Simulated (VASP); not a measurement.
The system is SnTe.

```
CELL_PARAMETERS angstrom
0.00000 3.68197 3.68197
3.68197 0.00000 3.68197
3.68197 3.68197 0.00000
ATOMIC_POSITIONS crystal
Te 0.25000 0.25000 0.25000
Sn 0.00000 0.00000 0.00000
```

Program: VASP 6.6.1. Alike in all runs: task single point; no spin polarisation; cell as given; cutoff (eV) 520; smearing fermi-dirac 0.05 eV.

Order these runs on this cell by their band gap on the k mesh, lowest first.
A. level LDA; potentials or basis VASP PAW LDA potentials, release 64 (Te, Sn_d); k mesh 7 × 7 × 7
B. level PBE0; potentials or basis VASP PAW PBE potentials, release 64 (Te, Sn_d); k mesh 4 × 4 × 4; grid for exact exchange (PRECFOCK) Normal; share of exact exchange 0.25
C. level r2SCAN; potentials or basis VASP PAW PBE potentials, release 64 (Te, Sn_d); k mesh 7 × 7 × 7

A (0.37 eV), C (0.54 eV), B (1.17 eV).

Caveats: spin-orbit coupling is left out, which moves the levels of the heavy elements; an odd mesh through Γ misses points on the zone boundary, where band edges can lie (at least some runs); the cell stands under tension (at least some runs).

A k mesh can miss the band edges, odd and even meshes differently.
